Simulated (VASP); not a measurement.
# As2Pb in VASP: notebook, part 2 of 2

VASP 6.6.1. Earlier steps stand in the parts before.

### Step 3. Single point, PBE

This run uses another cell than the first one: it holds 6 atoms, not 3.

INCAR

```
PREC = Accurate
ENCUT = 510
EDIFF = 1E-6
ISMEAR = 0
SIGMA = 0.2
LREAL = False
LASPH = True
NELM = 120
ALGO = Normal
ISIF = 2
LWAVE = False
LCHARG = False
GGA = PE
NBANDS = 53
GGA_COMPAT = False
```

KPOINTS

```
Automatic mesh
0
Gamma
  6 6 2
```

POSCAR

```
As2Pb
1.0
    3.9107288023     -0.0003474724      0.0001386684
   -0.0003769745      3.9111326787     -0.0037912786
    0.0003400943     -0.0106416178     11.0440362126
As Pb
4 2
Direct
    0.4995304687      0.4977191496      0.3533408924
    0.5006701550      0.5016337321      0.8533296196
    0.5002522407      0.5024048194      0.1466756935
    0.4997180836      0.4980996345      0.6466581220
   -0.0009318574      0.9959182242      0.5000049056
    0.0007609095      1.0042244403     -0.0000092330
```

Potentials or basis: VASP PAW PBE potentials, release 64 (As_d, Pb_d).

Started as:

```sh
$ cat potpaw_PBE.64/As_d/POTCAR potpaw_PBE.64/Pb_d/POTCAR > POTCAR
$ mpirun -np 1 vasp_std > vasp.out
```

OUTCAR:

```text
PREC = Accurate
   ENCUT = 510
   EDIFF = 1E-6
   ISMEAR = 0
   LREAL = False
   LASPH = True
   NELM = 120
   ISIF = 2
   GGA = PE

 ion  position               nearest neighbor table
   1  0.500  0.498  0.353-   3 2.28   5 3.20   5 3.20   5 3.21   5 3.21
   2  0.501  0.502  0.853-   4 2.28   6 3.20   6 3.20   6 3.21   6 3.21
   3  0.500  0.502  0.147-   1 2.28   6 3.20   6 3.20   6 3.21   6 3.21
   4  0.500  0.498  0.647-   2 2.28   5 3.20   5 3.20   5 3.21   5 3.21
   5  0.999  0.996  0.500-   1 3.20   4 3.20   1 3.20   4 3.20   4 3.21   4 3.21   1 3.21   1 3.21

   6  0.001  0.004  1.000-   3 3.20   2 3.20   3 3.20   2 3.20   2 3.21   2 3.21   3 3.21   3 3.21

  LATTYP: Found a triclinic cell.
 ALAT       =     3.9111345344
 B/A-ratio  =     2.8237436599
 C/A-ratio  =     0.9998962669
 COS(alpha) =     0.0000663384
 COS(beta)  =     0.0001852703
 COS(gamma) =     0.0019329192

  Lattice vectors:

 A1 = (  -0.0003769745,   3.9111326787,  -0.0037912786)
 A2 = (  -0.0003400943,   0.0106416178, -11.0440362126)
 A3 = (  -3.9107288023,   0.0003474724,  -0.0001386684)

Analysis of symmetry for initial positions (statically):
[... 178 lines left out ...]
  free energy    TOTEN  =       -24.68147209 eV

  energy without entropy =      -24.63629153  energy(sigma->0) =      -24.65888181

 E-fermi :   3.4263     XC(G=0):  -9.6782

 val. band max:        3.3662814472   @ k =   0.5000   0.5000   0.0000
 cond. band min:       3.4970109167   @ k =  -0.1667   0.1667   0.5000
 fundamental gap:      0.1307294695
 Fermi energy:         3.4262523890

 k-point     1 :       0.0000    0.0000    0.0000
  band No.  band energies     occupation
      1     -32.0518      2.00000
      2     -32.0446      2.00000
      3     -31.9595      2.00000
      4     -31.9595      2.00000
      5     -31.9574      2.00000
      6     -31.9574      2.00000
[... 1333 lines left out ...]
     52       8.0862      0.00000
     53       8.4326      0.00000

 [... further k-points ...]
[... 5 lines left out ...]
  --------------------------------------------------------------------------------------
  -------------------------------------------------------------------------------------
  Total       -0.0000929     -0.0036830     -0.0773173      0.0027781      0.0109622      0.0009192
  in kB       -0.0008814     -0.0349318     -0.7333306      0.0263495      0.1039728      0.0087182
  external PRESSURE =      -0.2563813 kB  Pullay stress =       0.0000000 kB

 VOLUME and BASIS-vectors are now :
 -----------------------------------------------------------------------------
  energy-cutoff  :      510.00
  volume of cell :      168.92
      direct lattice vectors                 reciprocal lattice vectors
     3.910728802 -0.000347472  0.000138668     0.255706816  0.000024639 -0.000007851
    -0.000376974  3.911132679 -0.003791279     0.000022709  0.255680649  0.000246364
     0.000340094 -0.010641618 11.044036213    -0.000003203  0.000087772  0.090546691

 POSITION                                       TOTAL-FORCE (eV/Angst)
 -----------------------------------------------------------------------------------
      1.95346      1.94271      3.90049         0.000039      0.002227     -0.020667
      1.95809      1.95270      9.42237        -0.002076     -0.000660     -0.019581
      1.95621      1.96324      1.61806         0.000613     -0.002499      0.019834
      1.95429      1.94108      7.13990         0.000031      0.002093      0.020331
      3.90688      3.88950      5.51844         0.001158      0.001830      0.000025
      0.00331      0.00588     11.04392         0.000235     -0.002992      0.000057
 -----------------------------------------------------------------------------------
    total drift:                               -0.000115      0.000056      0.000081

  FREE ENERGIE OF THE ION-ELECTRON SYSTEM (eV)
  ---------------------------------------------------
  free  energy   TOTEN  =       -24.6814720885 eV

  energy  without entropy=      -24.6362915259  energy(sigma->0) =      -24.65888181
```

OSZICAR:

```text
N       E                     dE             d eps       ncg     rms          rms(c)
DAV:   1     0.114857275490E+04    0.11486E+04   -0.36995E+04  6162   0.707E+03
DAV:   2     0.225611931367E+03   -0.92296E+03   -0.89764E+03  4250   0.152E+03
DAV:   3     0.352746014163E+01   -0.22208E+03   -0.21657E+03  4253   0.296E+02
DAV:   4    -0.236755928110E+02   -0.27203E+02   -0.26394E+02  5009   0.107E+02
DAV:   5    -0.250280033038E+02   -0.13524E+01   -0.13430E+01  4932   0.267E+01    0.499E+00
DAV:   6    -0.247117305212E+02    0.31627E+00   -0.86939E-01  6266   0.667E+00    0.273E+00
DAV:   7    -0.246818984716E+02    0.29832E-01   -0.36159E-01  5915   0.252E+00    0.679E-01
DAV:   8    -0.246806843790E+02    0.12141E-02   -0.64479E-02  5013   0.262E+00    0.213E-01
DAV:   9    -0.246812878802E+02   -0.60350E-03   -0.81844E-03  5014   0.243E+00    0.926E-02
DAV:  10    -0.246813772410E+02   -0.89361E-04   -0.14447E-03  6521   0.791E-01    0.588E-02
DAV:  11    -0.246814196164E+02   -0.42375E-04   -0.37083E-04  6145   0.402E-01    0.178E-02
DAV:  12    -0.246814686846E+02   -0.49068E-04   -0.30606E-04  4656   0.185E-01    0.109E-02
DAV:  13    -0.246814692958E+02   -0.61124E-06   -0.34180E-05  5405   0.292E-01    0.448E-03
DAV:  14    -0.246814718225E+02   -0.25267E-05   -0.13313E-05  5228   0.658E-02    0.292E-03
DAV:  15    -0.246814720885E+02   -0.26604E-06   -0.18015E-06  3656   0.226E-02
   1 F= -.24681472E+02 E0= -.24658882E+02  d E =-.451806E-01
```

stdout:

```text
POSCAR found type information on POSCAR AsPb
 POSCAR found :  2 types and       6 ions
 scaLAPACK will be used
 LDA part: xc-table for (Slater+PW92), standard interpolation
 POSCAR, INCAR and KPOINTS ok, starting setup
 FFT: planning ... GRIDC
 FFT: planning ... GRID_SOFT
 FFT: planning ... GRID
 WAVECAR not read
 entering main loop
```

It took 6 min on 1 thread of AMD EPYC 7R43 (Zen 3), shared host; peak memory 0.39 GiB.

What came out:

- Free energy: -24.6815 eV
- Pressure: 0.0 GPa
- Largest force: 0.021 eV/Å
- Band gap on the k mesh: zero (bands 44 and 45 overlap by 2.31 eV)

Forces on the atoms (eV/Å):
```
As   0.000  0.002 -0.021
As  -0.002 -0.001 -0.020
As   0.001 -0.002  0.020
As   0.000  0.002  0.020
Pb   0.001  0.002  0.000
Pb   0.000 -0.003  0.000
```

Levels at points of the mesh, in eV from the Fermi level:
| k point | band 40 | band 41 | band 42 | band 43 | band 44 | band 45 | band 46 | band 47 | band 48 | band 49 |
| --- | --- | --- | --- | --- | --- | --- | --- | --- | --- | --- |
| (0.00, 0.00, 0.00) | -1.66 | -0.52 | -0.52 | -0.41 | -0.41 | 1.78 | 1.96 | 1.96 | 2.35 | 2.42 |
| (0.50, 0.00, 0.00) | -1.59 | -1.10 | -0.59 | -0.23 | 0.32 | 1.35 | 1.40 | 2.18 | 2.42 | 3.07 |
| (0.00, 0.50, 0.00) | -1.59 | -1.10 | -0.59 | -0.23 | 0.31 | 1.35 | 1.41 | 2.18 | 2.42 | 3.07 |
| (0.50, 0.50, 0.00) | -3.37 | -3.37 | -2.59 | -2.59 | -0.86 | -0.06 | -0.06 | 0.46 | 1.45 | 1.75 |
| (0.00, 0.00, 0.50) | -1.36 | -1.36 | -1.35 | 0.89 | 0.89 | 0.89 | 0.89 | 1.65 | 1.65 | 4.41 |
| (0.50, 0.00, 0.50) | -3.33 | -0.44 | -0.44 | 0.14 | 0.14 | 1.78 | 1.78 | 2.09 | 2.09 | 3.16 |
| (0.00, 0.50, 0.50) | -3.33 | -0.44 | -0.44 | 0.14 | 0.14 | 1.78 | 1.78 | 2.09 | 2.09 | 3.16 |
| (0.50, 0.50, 0.50) | -3.99 | -2.42 | -2.42 | -1.42 | -1.42 | -1.42 | -1.42 | 0.88 | 0.88 | 3.50 |

Caveat: spin-orbit coupling is left out, which moves the levels of the heavy elements.

The gap in the log of VASP goes by the Fermi energy; the results here count the filled bands.